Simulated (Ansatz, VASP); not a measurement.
C21O: VASP beside Ansatz

The input INCAR:

```
PREC     = Accurate       # precision mode
ENCUT    = 520            # plane-wave cutoff, eV
EDIFF    = 1E-6           # SCF threshold, eV
ISMEAR   = 0              # smearing method
SIGMA    = 0.05           # smearing width, eV
LREAL    = Auto         
LASPH    = T              # aspherical terms in the spheres
NELM     = 80             # most SCF steps
ALGO     = Normal         # electronic algorithm
ISIF     = 2              # what is computed and relaxed
LWAVE    = F              # write WAVECAR
LCHARG   = F              # write CHGCAR
LDIPOL   = T            
IDIPOL   = 3            
DIPOL    = 0.5 0.5 0.295
GGA      = PE             # functional
IVDW     = 12             # dispersion correction
NBANDS   = 62             # bands
```

KPOINTS

```
regular mesh
0
Gamma
  5 8 1
```

POSCAR

```
C21O
1.0
    5.0304222913      0.0000000000      0.0000000000
    0.0000000000      3.5570457144      0.0000000000
    0.0000000000      0.0000000000     23.8251416051
C O
21 1
Direct
    0.2500000000      0.0000000000      0.1678898731
    0.7500000000      0.0000000000      0.1678898731
    0.0000000000      0.2500000000      0.1678898731
    0.5000000000      0.2500000000      0.1678898731
    0.0000000000      0.5000000000      0.2206746831
    0.5000000000      0.5000000000      0.2206746831
    0.2500000000      0.7500000000      0.2206746831
    0.7500000000      0.7500000000      0.2206746831
    0.2500000000      0.0023818432      0.2733210081
    0.7500000000      0.0023818432      0.2733210081
    0.0000000000      0.2476181568      0.2733210081
    0.5000000000      0.2476181568      0.2733210081
    0.0000000000      0.5094747646      0.3275705903
    0.5000000000      0.5094747646      0.3275705903
    0.2500000000      0.7405252354      0.3275705903
    0.7500000000      0.7405252354      0.3275705903
    0.2500000000      0.0286707501      0.3725115994
    0.7500000000      0.0286707501      0.3725115994
    0.0000000000      0.2213292499      0.3725115994
    0.5000000000      0.2213292499      0.3725115994
    0.3750000000      0.0286707501      0.5425000959
    0.3750000000      0.0286707501      0.4942317574
```

Input for Ansatz:

```yaml
crystal:
  lattice:
    - [5.0304222913, 0.0, 0.0]
    - [0.0, 3.5570457144, 0.0]
    - [0.0, 0.0, 23.8251416051]
  atoms:
    - { symbol: C, position: [0.25, 0.0, 0.1678898731] }
    - { symbol: C, position: [0.75, 0.0, 0.1678898731] }
    - { symbol: C, position: [0.0, 0.25, 0.1678898731] }
    - { symbol: C, position: [0.5, 0.25, 0.1678898731] }
    - { symbol: C, position: [0.0, 0.5, 0.2206746831] }
    - { symbol: C, position: [0.5, 0.5, 0.2206746831] }
    - { symbol: C, position: [0.25, 0.75, 0.2206746831] }
    - { symbol: C, position: [0.75, 0.75, 0.2206746831] }
    - { symbol: C, position: [0.25, 0.0023818432, 0.2733210081] }
    - { symbol: C, position: [0.75, 0.0023818432, 0.2733210081] }
    - { symbol: C, position: [0.0, 0.2476181568, 0.2733210081] }
    - { symbol: C, position: [0.5, 0.2476181568, 0.2733210081] }
    - { symbol: C, position: [0.0, 0.5094747646, 0.3275705903] }
    - { symbol: C, position: [0.5, 0.5094747646, 0.3275705903] }
    - { symbol: C, position: [0.25, 0.7405252354, 0.3275705903] }
    - { symbol: C, position: [0.75, 0.7405252354, 0.3275705903] }
    - { symbol: C, position: [0.25, 0.0286707501, 0.3725115994] }
    - { symbol: C, position: [0.75, 0.0286707501, 0.3725115994] }
    - { symbol: C, position: [0.0, 0.2213292499, 0.3725115994] }
    - { symbol: C, position: [0.5, 0.2213292499, 0.3725115994] }
    - { symbol: O, position: [0.375, 0.0286707501, 0.4942317574] }
    - { symbol: C, position: [0.375, 0.0286707501, 0.5425000959] }
basis:
  ecutwfc: 420
kpoints:
  mp_grid: { grid: [5, 8, 1] }
hamiltonian:
  xc: pbe
  pseudopotentials: { kind: paw, azcp: { folder: soft_1 } }
  dispersion: d3bj
scf:
  occupations: { method: gaussian, width: 0.05 }
output:
  forces: true
  eigenvalues: true
efield:
  axis: 3
  dipole_correction: true
  ramp_width: 0.04
```

Alike in both runs: task single point; functional PBE; dispersion D3(BJ); k mesh 5 × 8 × 1; occupations gaussian, width 0.05 eV; no spin polarisation.

|  | VASP | Ansatz |
| --- | --- | --- |
| version | VASP 6.6.1 | Ansatz 0.2.0 |
| potentials or method | VASP PAW PBE potentials, release 64 (C, O), cutoff 520 eV | scalar-relativistic, plane waves, PAW |
| valence electrons in the cell | 90 | 90 |

VASP gave:

- gap on the k mesh at the Fermi level (eV): none
- rms of the force components (eV/Å): 1.139

Problem. Estimate Ansatz's values.

Solution. gap on the k mesh at the Fermi level (eV): none; rms of the force components (eV/Å): 1.170.

A gap of «none» marks a metal or a gap that the smearing closes.

Noted on VASP's run: the standard files for N, O and F lose accuracy on very short bonds.
